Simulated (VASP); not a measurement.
# W (Im-3m) in VASP: a series of runs

The runs below take W through single point, with PBE.

Program: VASP 6.6.1. These are calculated values, not measurements. Logs are shortened: lines on timing, memory, paths and dates and some standing lists are left out, and cuts for length are marked.

### 1 The cell of the first run

The structure is cubic, space group Im-3m (No. 229). The conventional cell has a = 3.184 Å, b = 3.184 Å, c = 3.184 Å, α = 90.00°, β = 90.00°, γ = 90.00°. W (site symmetry m-3m) has 14 W at 2.76 to 3.18 Å within 3.6 Å.

### 2 Single point, PBE

File INCAR:

```
SYSTEM = W
ALGO     = Normal         ! electronic algorithm
EDIFF    = 1E-7           ! SCF threshold, eV
ENCUT    = 520            ! plane-wave cutoff, eV
GGA      = PE             ! functional
ISIF     = 2              ! what is computed and relaxed
ISMEAR   = -1             ! smearing method
LASPH    = .TRUE.         ! aspherical terms in the spheres
LCHARG   = .FALSE.        ! write CHGCAR
LREAL    = .FALSE.        ! projectors in reciprocal space
LWAVE    = .FALSE.        ! write WAVECAR
NBANDS   = 13             ! bands
NELM     = 80             ! most SCF steps
PREC     = Accurate       ! precision mode
SIGMA    = 0.1            ! smearing width, eV
```

File KPOINTS:

```
k-points
0
G
  11 11 11
  0 0 0
```

File POSCAR:

```
W
1.0
   -1.5921723362      1.5921723362      1.5921723362
    1.5921723362     -1.5921723362      1.5921723362
    1.5921723362      1.5921723362     -1.5921723362
W
1
Direct
    0.0000000000      0.0000000000      0.0000000000
```

Potentials or basis: VASP PAW PBE potentials, release 64 (W_sv).

The run is started by

```sh
$ cat potpaw_PBE.64/W_sv/POTCAR > POTCAR
$ mpirun -np 1 vasp_std > vasp.out
```

OUTCAR:

```text
SYSTEM = W
   EDIFF = 1E-7
   ENCUT = 520
   GGA = PE
   ISIF = 2
   ISMEAR = -1
   LASPH = .TRUE.
   LREAL = .FALSE.
   NELM = 80
   PREC = Accurate

 ion  position               nearest neighbor table
   1  0.000  0.000  0.000-

  LATTYP: Found a body centered cubic cell.
 ALAT       =     3.1843446724

  Lattice vectors:

 A1 = (  -1.5921723362,   1.5921723362,   1.5921723362)
 A2 = (   1.5921723362,  -1.5921723362,   1.5921723362)
 A3 = (   1.5921723362,   1.5921723362,  -1.5921723362)

Analysis of symmetry for initial positions (statically):
=====================================================================
 Subroutine PRICEL returns:
 Original cell was already a primitive cell.

 Routine SETGRP: Setting up the symmetry group for a
 body centered cubic supercell.

 Subroutine GETGRP returns: Found 48 space group operations
 (whereof 48 operations were pure point group operations)
 out of a pool of 48 trial point group operations.

The static configuration has the point symmetry O_h .

Analysis of symmetry for dynamics (positions and initial velocities):
=====================================================================
 Subroutine PRICEL returns:
 Original cell was already a primitive cell.

 Routine SETGRP: Setting up the symmetry group for a
 body centered cubic supercell.

 Subroutine GETGRP returns: Found 48 space group operations
 (whereof 48 operations were pure point group operations)
 out of a pool of 48 trial point group operations.

The dynamic configuration has the point symmetry O_h .

 Subroutine INISYM returns: Found 48 space group operations
 (whereof 48 operations are pure point group operations),
 and found     1 'primitive' translations

----------------------------------------------------------------------------------------

                                     Primitive cell

  volume of cell :      16.1447

  direct lattice vectors                    reciprocal lattice vectors
    -1.592172336  1.592172336  1.592172336     0.000000000  0.314036357  0.314036357
     1.592172336 -1.592172336  1.592172336     0.314036357  0.000000000  0.314036357
     1.592172336  1.592172336 -1.592172336     0.314036357  0.314036357  0.000000000

  length of vectors
     2.757723381  2.757723381  2.757723381     0.444114475  0.444114475  0.444114475

  position of ions in fractional coordinates (direct lattice)
     0.000000000  0.000000000  0.000000000

  ion indices of the primitive-cell ions
   primitive index   ion index
                 1           1

----------------------------------------------------------------------------------------

 KPOINTS: k-points

Automatic generation of k-mesh.
 Grid dimensions read from file:
 generate k-points for:   11   11   11

 Generating k-lattice:

  Cartesian coordinates                     Fractional coordinates (reciprocal lattice)
     0.000000000  0.028548760  0.028548760     0.090909091  0.000000000  0.000000000
     0.028548760  0.000000000  0.028548760     0.000000000  0.090909091  0.000000000
     0.028548760  0.028548760  0.000000000     0.000000000  0.000000000  0.090909091

  Length of vectors
     0.040374043  0.040374043  0.040374043

  Shift w.r.t. Gamma in fractional coordinates (k-lattice)
     0.000000000  0.000000000  0.000000000

 Subroutine IBZKPT returns following result:
 ===========================================

 Found     56 irreducible k-points:

 Following reciprocal coordinates:
            Coordinates               Weight
  0.000000  0.000000  0.000000      1.000000
  0.090909  0.000000  0.000000     12.000000
  0.181818  0.000000  0.000000     12.000000
  0.272727  0.000000  0.000000     12.000000
  0.363636  0.000000  0.000000     12.000000
  0.454545  0.000000  0.000000     12.000000
[... 16 lines left out ...]
  0.272727  0.181818  0.090909     48.000000
  0.363636  0.181818  0.090909     24.000000
 [... further k-points ...]
   k-points           NKPTS =     56   k-points in BZ     NKDIM =     56   number of bands    NBANDS=     13
   number of dos      NEDOS =    301   number of ions     NIONS =      1
   total plane-waves  NPLWV =  13824
   dimension x,y,z NGX =    24 NGY =   24 NGZ =   24
   dimension x,y,z NGXF=    48 NGYF=   48 NGZF=   48
   ions per type =               1
   NGX,Y,Z   is equivalent  to a cutoff of  14.47, 14.47, 14.47 a.u.
   NGXF,Y,Z  is equivalent  to a cutoff of  28.94, 28.94, 28.94 a.u.
 SYSTEM =  W
   PREC   = accura    normal or accurate (medium, high low for compatibility)
   ISTART =      0    job   : 0-new  1-cont  2-samecut
   ICHARG =      2    charge: 1-file 2-atom 10-const
   ISPIN  =      1    spin polarized calculation?
   LNONCOLLINEAR =      F non collinear calculations
   LSORBIT =      F    spin-orbit coupling
   LASPH  =      T    aspherical Exc in radial PAW
   ENCUT  =  520.0 eV  38.22 Ry    6.18 a.u.   5.13  5.13  5.13*2*pi/ulx,y,z
   NELM   =     80;   NELMIN=  2; NELMDL= -5     # of ELM steps
   EDIFF  = 0.1E-06   stopping-criterion for ELM
   LREAL  =      F    real-space projection
   EDIFFG = 0.1E-05   stopping-criterion for IOM
   NSW    =      0    number of steps for IOM
   IBRION =     -1    ionic relax: 0-MD 1-quasi-New 2-CG
   NFREE  =      0    steps in history (QN), initial steepest desc. (CG)
   ISIF   =      2    stress and relaxation
   ISYM   =      2    0-nonsym 1-usesym 2-fastsym
   POTIM  = 0.5000    time-step for ionic-motion
   TEBEG  =    0.0;   TEEND  =   0.0 temperature during run
   PSTRESS=    0.0 pullay stress
   NELECT =      14.0000    total number of electrons
   NUPDOWN=      -1.0000    fix difference up-down
   EMIN   =  10.00;   EMAX   =-10.00  energy-range for DOS
   EFERMI =   0.00;   METHOD = LEGACY
   ISMEAR =    -1;   SIGMA  =   0.10  broadening in eV -4-tet -1-fermi 0-gaus
   EFERMI_NEDOS =   21; number of points for ismear=-14 and -15
   IALGO  =     38    algorithm
   IMIX   =      4    mixing-type and parameters
     AMIX     =   0.40;   BMIX     =  1.00
     AMIX_MAG =   1.60;   BMIX_MAG =  1.00
  volume/ion in A,a.u.               =      16.14       108.95
  Fermi-wavevector in a.u.,A,eV,Ry     =   1.561136  2.950119 33.159384  2.437146
  Thomas-Fermi vector in A             =   2.664246
   LORBIT       =      0    0 simple, 1 ext, 2 COOP (PROOUT), +10 PAW based schemes
   GGA     = PE    functional components
   LHFCALC =     F    Hartree Fock is set to
   AEXX    =    0.0000 exact exchange contribution
   IVDW    =     0    specifies the selected vdW correction
   LEPSILON=     F    determine dielectric tensor
   LRPA    =     F    only Hartree local field effects (RPA)
 non-spin polarized calculation
  energy-cutoff  :      520.00
  volume of cell :       16.14
 maximum number of plane-waves:       446
 NGX is ok and might be reduce to    24
   NGX = 11   NGY = 11   NGZ = 11

 number of electron      14.0000002 magnetization

 Free energy of the ion-electron system (eV)
  ---------------------------------------------------
  ext. energy  EPLUGINS =         0.00000000
  ---------------------------------------------------
  free energy    TOTEN  =       -12.94537668 eV

  energy without entropy =      -12.92307387  energy(sigma->0) =      -12.93422527

 E-fermi :  11.1770     XC(G=0): -13.5367

 val. band max:       11.1586858271   @ k =   0.0909   0.0909   0.0000
 cond. band min:      11.2514750419   @ k =  -0.1818   0.2727   0.0909
 fundamental gap:      0.0927892148
 Fermi energy:        11.1769755313

 k-point     1 :       0.0000    0.0000    0.0000
  band No.  band energies     occupation
      1     -63.0228      2.00000
      2     -26.6116      2.00000
      3     -26.6116      2.00000
      4     -26.6116      2.00000
      5       1.6447      2.00000
      6       9.9840      1.99999
      7       9.9840      1.99999
      8       9.9840      1.99999
      9      13.4004      0.00000
     10      13.4004      0.00000
     11      25.6546      0.00000
     12      25.6546      0.00000
     13      25.6546      0.00000

 k-point     2 :       0.0909    0.0000    0.0000
  band No.  band energies     occupation
      1     -63.0132      2.00000
      2     -26.7151      2.00000
      3     -26.6441      2.00000
      4     -26.6121      2.00000
      5       2.0314      2.00000
      6       9.7533      2.00000
      7       9.9207      1.99999
      8      10.3596      1.99944
      9      13.0645      0.00000
     10      13.4055      0.00000
     11      25.9671      0.00000
     12      26.3145      0.00000
     13      26.5510      0.00000

 k-point     3 :       0.1818    0.0000    0.0000
  band No.  band energies     occupation
      1     -62.9869      2.00000
      2     -26.9857      2.00000
      3     -26.7303      2.00000
      4     -26.6134      2.00000
      5       3.0704      2.00000
      6       9.1903      2.00000
      7       9.6153      2.00000
      8      11.4530      0.11901
      9      12.6958      0.00000
     10      13.4632      0.00000
     11      26.3718      0.00000
     12      28.0348      0.00000
     13      28.1521      0.00000
[... 305 lines left out ...]
 k-point    23 :       0.2727    0.1818    0.0909
  band No.  band energies     occupation
      1     -62.9003      2.00000
      2     -27.6081      2.00000
      3     -27.0833      2.00000
      4     -26.8018      2.00000
      5       6.6435      2.00000
      6       7.8345      2.00000
      7       9.0342      2.00000
      8      13.6975      0.00000
      9      14.2387      0.00000
     10      18.9913      0.00000
     11      20.9030      0.00000
     12      24.6288      0.00000
     13      25.9222      0.00000

 k-point    24 :       0.3636    0.1818    0.0909
  band No.  band energies     occupation
      1     -62.8934      2.00000
      2     -27.6113      2.00000
      3     -27.1644      2.00000
      4     -26.8098      2.00000
      5       6.6119      2.00000
      6       7.7679      2.00000
      7       9.7783      2.00000
      8      13.8000      0.00000
      9      14.3376      0.00000
     10      19.4993      0.00000
     11      20.0431      0.00000
     12      23.9632      0.00000
     13      25.7949      0.00000

 [... further k-points ...]

------------------------ aborting loop because EDIFF is reached ----------------------------------------

  FORCE on cell =-STRESS in cart. coord.  units (eV):
  Direction    XX          YY          ZZ          XY          YZ          ZX
  --------------------------------------------------------------------------------------
  -------------------------------------------------------------------------------------
  Total        0.0623430      0.0623430      0.0623430      0.0000000      0.0000000     -0.0000000
  in kB        6.1868240      6.1868240      6.1868240      0.0000000      0.0000000     -0.0000000
  external PRESSURE =       6.1868240 kB  Pullay stress =       0.0000000 kB

 VOLUME and BASIS-vectors are now :
 -----------------------------------------------------------------------------
  energy-cutoff  :      520.00
  volume of cell :       16.14
      direct lattice vectors                 reciprocal lattice vectors
    -1.592172336  1.592172336  1.592172336     0.000000000  0.314036357  0.314036357
     1.592172336 -1.592172336  1.592172336     0.314036357  0.000000000  0.314036357
     1.592172336  1.592172336 -1.592172336     0.314036357  0.314036357  0.000000000

 POSITION                                       TOTAL-FORCE (eV/Angst)
 -----------------------------------------------------------------------------------
      0.00000      0.00000      0.00000         0.000000      0.000000      0.000000
 -----------------------------------------------------------------------------------
    total drift:                                0.000000      0.000000     -0.000000

  FREE ENERGIE OF THE ION-ELECTRON SYSTEM (eV)
  ---------------------------------------------------
  free  energy   TOTEN  =       -12.9453766799 eV

  energy  without entropy=      -12.9230738662  energy(sigma->0) =      -12.93422527
```

Run time: 11 s. Hardware: 1 thread of Intel Xeon Platinum 8259CL at 2.50GHz (Skylake/Cascade Lake), shared host; peak memory 0.14 GiB.

Results:

- Free energy: -12.9454 eV
- Pressure: 0.6 GPa
- Band gap on the k mesh: zero (band 7 reaches 15.39 eV, above the bottom of band 8 at 9.98 eV)

Caveat: spin-orbit coupling is left out, which moves the levels of the heavy elements.

### 3 Single point, PBE

File INCAR:

```
PREC = Accurate
ENCUT = 520
EDIFF = 1E-6
ISMEAR = -1
SIGMA = 0.1
LREAL = False
LASPH = True
NELM = 60
ALGO = Normal
ISIF = 2
LWAVE = False
LCHARG = True
GGA = PE
LELF = True
LVHAR = True
NBANDS = 13
```

File KPOINTS:

```
regular mesh
0
Gamma
  14 14 14
```

POSCAR is that of step 2.

Potentials or basis: VASP PAW PBE potentials, release 64 (W_sv).

The run is started by

```sh
$ cat potpaw_PBE.64/W_sv/POTCAR > POTCAR
$ mpirun -np 1 vasp_std > vasp.out
```

Wall time 18 s (1 thread of Intel Xeon Platinum 8259CL at 2.50GHz (Skylake/Cascade Lake), shared host); peak memory 0.15 GiB.

Results (log left out):

```yaml
Free_energy: -12.9576 eV
Pressure: 0.5 GPa
Band_gap_on_the_k_mesh: zero (band 7 reaches 16.21 eV, above the bottom of band 8 at 9.98 eV)
```

Levels at points of the mesh, in eV from the Fermi level:
| k point | band 5 | band 6 | band 7 | band 8 | band 9 | band 10 |
| --- | --- | --- | --- | --- | --- | --- |
| (0.00, 0.00, 0.00) | -9.59 | -1.26 | -1.26 | -1.26 | 2.16 | 2.16 |
| (0.50, 0.00, 0.00) | -6.22 | -3.54 | 0.56 | 2.04 | 3.00 | 5.93 |
| (0.50, 0.50, 0.50) | -5.75 | -5.75 | 4.97 | 4.97 | 4.97 | 8.04 |

Caveat: spin-orbit coupling is left out, which moves the levels of the heavy elements.

[end of part 1 of 2]
